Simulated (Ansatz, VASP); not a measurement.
## One calculation of SrTiO3, two programs

The input POSCAR:

```
SrTiO3
1.0
    3.9068515016      0.0000000000      0.0000000000
    0.0000000000      3.9068515016      0.0000000000
    0.0000000000      0.0000000000      3.7505774415
Sr Ti O
1 1 3
Direct
    0.0000000000      0.0000000000      0.0000000000
    0.5000000000      0.5000000000      0.5000000000
    0.5000000000      0.5000000000      0.0000000000
    0.5000000000      0.0000000000      0.5000000000
    0.0000000000      0.5000000000      0.5000000000
```

File INCAR.step1:

```
PREC = Accurate
ENCUT = 520
ISMEAR = 0
SIGMA = 0.01
LREAL = False
LASPH = True
NELM = 60
NBANDS = 28
GGA = PE
ALGO = Normal
EDIFF = 1E-4
LWAVE = True
LCHARG = False
```

Contents of INCAR.step2:

```
PREC = Accurate
ENCUT = 520
EDIFF = 1E-6
ISMEAR = 0
SIGMA = 0.01
LREAL = False
LASPH = True
NELM = 60
ALGO = Normal
ISIF = 2
LWAVE = False
LCHARG = False
METAGGA = R2SCAN
LMIXTAU = True
NBANDS = 28
ISTART = 1
```

File KPOINTS:

```
Automatic mesh
0
Gamma
  6 6 6
```

Input for Ansatz:

```yaml
crystal:
  lattice:
    - [3.9068515016, 0.0, 0.0]
    - [0.0, 3.9068515016, 0.0]
    - [0.0, 0.0, 3.7505774415]
  atoms:
    - { symbol: Sr, position: [0.0, 0.0, 0.0] }
    - { symbol: Ti, position: [0.5, 0.5, 0.5] }
    - { symbol: O, position: [0.5, 0.5, 0.0] }
    - { symbol: O, position: [0.5, 0.0, 0.5] }
    - { symbol: O, position: [0.0, 0.5, 0.5] }
kpoints:
  mp_grid: { grid: [6, 6, 6] }
  band_path:
    path: [[0.0, 0.0, 0.0], [0.0, 0.5, 0.0], [0.5, 0.5, 0.0], [0.5, 0.5, 0.5]]
    npoints: 1
hamiltonian:
  xc: r2scan
scf:
  occupations: { method: fixed }
  n_extra_bands: 5
output:
  forces: true
  stress: true
  eigenvalues: true
  write_density: true
  write_potential: true
  elf: true
  volumetric_format: npy
```

Change from the starting cell: uniaxial_z strain -4.0%.

Alike in both runs: task single point; functional r2SCAN; k mesh 6 × 6 × 6; no spin polarisation.

```csv
,VASP,Ansatz
version,VASP 6.6.1,Ansatz 0.2.0
potentials or method,"VASP PAW PBE potentials, release 64 (Sr_sv, Ti_sv, O)","plane waves, PAW"
plane-wave cutoff (eV),520,500
occupations,"gaussian, width 0.01 eV",fixed
valence electrons in the cell,40,40
```

|  | VASP | Ansatz | Ansatz less VASP |
| --- | --- | --- | --- |
| gap on the k mesh at the Fermi level (eV) | 2.29 | 2.28 | -0.008 |
| pressure (GPa) | 10.1 | 9.0 | -1.05 |
| traceless stress, the component that is largest in VASP (GPa) | 8.62 | 8.47 | -0.151 |

VASP's potentials were made for PBE, not for r2SCAN.
